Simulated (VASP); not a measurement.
Here is a VASP 6.6.1 calculation.

The input INCAR:

```
SYSTEM = Rh
ALGO = Normal ; EDIFF = 1E-6
ENCUT = 500 ; GGA = PE
GGA_COMPAT = .FALSE. ; ISIF = 2
ISMEAR = 0 ; IVDW = 12
LASPH = .TRUE. ; LCHARG = .TRUE.
LELF = .TRUE. ; LREAL = .FALSE.
LVHAR = .TRUE. ; LWAVE = .FALSE.
NBANDS = 14 ; NELM = 120
PREC = Accurate ; SIGMA = 0.05
```

File KPOINTS:

```
k-points
0
G
  21 21 21
  0 0 0
```

Contents of POSCAR:

```
Rh
1.0
    0.0000000000      1.9000000000      1.9000000000
    1.9000000000      0.0000000000      1.9000000000
    1.9000000000      1.9000000000      0.0000000000
Rh
1
Direct
    0.0000000000      0.0000000000      0.0000000000
```

Potentials or basis: VASP PAW PBE potentials, release 64 (Rh_pv).

Command:

```bash
$ cat potpaw_PBE.64/Rh_pv/POTCAR > POTCAR
$ mpirun -np 1 vasp_std > vasp.out
```

Q: Estimate the pressure.

A: -1.3 GPa.

Q: Predict the band gap on the k mesh.

A: Zero (an odd number of electrons rules out a gap without spin polarisation).

Caveat: three body term missing.
